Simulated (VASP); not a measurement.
A run of VASP 6.6.1:

The input INCAR:

```
PREC     = Accurate       # precision mode
ENCUT    = 500            # plane-wave cutoff, eV
EDIFF    = 1E-6           # SCF threshold, eV
ISMEAR   = 0              # smearing method
SIGMA    = 0.02           # smearing width, eV
LREAL    = False          # projectors in reciprocal space
LASPH    = True           # aspherical terms in the spheres
NELM     = 120            # most SCF steps
ALGO     = Normal         # electronic algorithm
ISIF     = 2              # what is computed and relaxed
LWAVE    = False          # write WAVECAR
LCHARG   = True           # write CHGCAR
GGA      = PE             # functional
LELF     = True           # ELF
LVHAR    = True         
NBANDS   = 50             # bands
GGA_COMPAT= False
```

Contents of KPOINTS:

```
regular mesh
0
Gamma
  4 8 6
```

File POSCAR:

```
GeSe
1.0
   11.1824153946      0.0000000000      0.0000000000
    0.0000000000      3.8771477991      0.0000000000
    0.0000000000      0.0000000000      4.5368585670
Ge Se
4 4
Direct
    0.3736282165      0.7500000000      0.6218220227
    0.1263717835      0.2500000000      0.1218220227
    0.8736282165      0.7500000000      0.8781779773
    0.6263717835      0.2500000000      0.3781779773
    0.1474086761      0.7500000000      0.5014360356
    0.3525913239      0.2500000000      1.0014360356
    0.6474086761      0.7500000000     -0.0014360356
    0.8525913239      0.2500000000      0.4985639644
```

Potentials or basis: VASP PAW PBE potentials, release 64 (Ge_d, Se).

Launch:

```sh
$ cat potpaw_PBE.64/Ge_d/POTCAR potpaw_PBE.64/Se/POTCAR > POTCAR
$ mpirun -np 1 vasp_std > vasp.out
```

Hardware: 1 thread of Intel(R) Xeon(R) Platinum 8488C (Sapphire Rapids), on a shared host.

Problem. Estimate the wall time of this run.

Solution. Wall time 5.4 min on 1 thread of Intel(R) Xeon(R) Platinum 8488C (Sapphire Rapids) (shared host), peak memory 0.54 GiB. Counts: scf iterations 13, k points 60.
